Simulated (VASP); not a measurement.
A run of VASP 6.6.1:

Contents of INCAR:

```
  PREC = Accurate
  ENCUT = 500
  EDIFF = 1E-6
  ISMEAR = 0
  SIGMA = 0.01
  LREAL = F
  LASPH = T
  NELM = 120
  ALGO = Normal
  ISIF = 2
  LWAVE = F
  LCHARG = F
  GGA = PE
  NBANDS = 11
  GGA_COMPAT = F
```

KPOINTS

```
regular mesh
0
Gamma
  8 8 8
```

POSCAR

```
AlP
1.0
    0.0000000000      2.7536699453      2.7536699453
    2.7536699453      0.0000000000      2.7536699453
    2.7536699453      2.7536699453      0.0000000000
Al P
1 1
Direct
    0.0000000000      0.0000000000      0.0000000000
    0.7500000000      0.7500000000      0.7500000000
```

Potentials or basis: VASP PAW PBE potentials, release 64 (Al, P).

Run with:

```console
$ cat potpaw_PBE.64/Al/POTCAR potpaw_PBE.64/P/POTCAR > POTCAR
$ mpirun -np 1 vasp_std > vasp.out
```

Hardware: 1 thread of Intel Xeon 8259CL, on a shared host.

Question: How long does it take, and how much memory?

Answer: It took 21 s on 1 thread of Intel Xeon 8259CL, with other jobs on the host, peak memory 0.15 GiB. Counts: scf iterations 12, k points 29.
